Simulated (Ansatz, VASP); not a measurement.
## Two plane-wave programs on InSe

Contents of INCAR:

```
  PREC = Accurate
  ENCUT = 500
  EDIFF = 1E-6
  ISMEAR = 0
  SIGMA = 0.03
  LREAL = False
  LASPH = True
  NELM = 120
  ALGO = Normal
  ISIF = 2
  LWAVE = False
  LCHARG = False
  GGA = PS
  NBANDS = 69
  GGA_COMPAT = False
```

File KPOINTS:

```
Automatic mesh
0
Gamma
  10 10 2
```

File POSCAR:

```
InSe
1.0
   -1.9999996503     -3.4641010095      0.0000000000
    1.9999996503     -3.4641010095      0.0000000000
    0.0000000000      0.0000000000     30.9500100000
In Se
6 6
Direct
    0.0000000000      0.0000000000      0.6265715350
    0.3333333333      0.3333333333      0.0891455374
    0.6666666667      0.6666666667      0.3578585362
    1.0000000000      1.0000000000      0.7170203303
    0.3333333333      0.3333333333      0.1795943327
    0.6666666667      0.6666666667      0.4483073315
    1.0000000000      1.0000000000      0.3166110908
    0.3333333333      0.3333333333      0.5853240896
    0.6666666667      0.6666666667      0.0478980920
    1.0000000000      1.0000000000      0.4895279056
    0.3333333333      0.3333333333      0.7582409044
    0.6666666667      0.6666666667      0.2208149068
```

Input for Ansatz:

```yaml
crystal:
  lattice:
    - [-1.9999996503, -3.4641010095, 0.0]
    - [1.9999996503, -3.4641010095, 0.0]
    - [0.0, 0.0, 30.95001]
  atoms:
    - { symbol: In, position: [0.0, 0.0, 0.626571535] }
    - { symbol: In, position: [0.3333333333, 0.3333333333, 0.0891455374] }
    - { symbol: In, position: [0.6666666667, 0.6666666667, 0.3578585362] }
    - { symbol: In, position: [1.0, 1.0, 0.7170203303] }
    - { symbol: In, position: [0.3333333333, 0.3333333333, 0.1795943327] }
    - { symbol: In, position: [0.6666666667, 0.6666666667, 0.4483073315] }
    - { symbol: Se, position: [1.0, 1.0, 0.3166110908] }
    - { symbol: Se, position: [0.3333333333, 0.3333333333, 0.5853240896] }
    - { symbol: Se, position: [0.6666666667, 0.6666666667, 0.047898092] }
    - { symbol: Se, position: [1.0, 1.0, 0.4895279056] }
    - { symbol: Se, position: [0.3333333333, 0.3333333333, 0.7582409044] }
    - { symbol: Se, position: [0.6666666667, 0.6666666667, 0.2208149068] }
basis:
  ecutwfc: 420
kpoints:
  mp_grid: { grid: [10, 10, 2] }
hamiltonian:
  xc: pbesol
scf:
  occupations: { method: gaussian, width: 0.03 }
output:
  forces: true
  stress: true
  eigenvalues: true
```

Alike in both runs: task single point; functional PBEsol; k mesh 10 × 10 × 2; occupations gaussian, width 0.03 eV; no spin polarisation.

|  | VASP | Ansatz |
| --- | --- | --- |
| version | VASP 6.6.1 | Ansatz 0.2.0 |
| potentials or method | VASP PAW PBE potentials, release 64 (In_d, Se), cutoff 500 eV | scalar-relativistic, plane waves, PAW |
| valence electrons in the cell | 114 | 174 |

|  | VASP | Ansatz | Ansatz less VASP |
| --- | --- | --- | --- |
| gap on the k mesh at the Fermi level (eV) | 0.77 | 0.78 | +0.011 |
| least direct gap on the mesh (eV) | 0.83 | 0.84 | +0.010 |
| rms of the force components (eV/Å) | 0.073 | 0.064 | -0.0087 |

VASP's potentials were made for PBE, not for PBEsol. Atom by atom the forces differ by 0.011 eV/Å (rms over components). The functional is the same, so the differences come from potentials, cutoffs and numerics. VASP's potentials hold 114 valence electrons a cell and Ansatz's 174, so a difference there can come from the potentials and not from the codes.
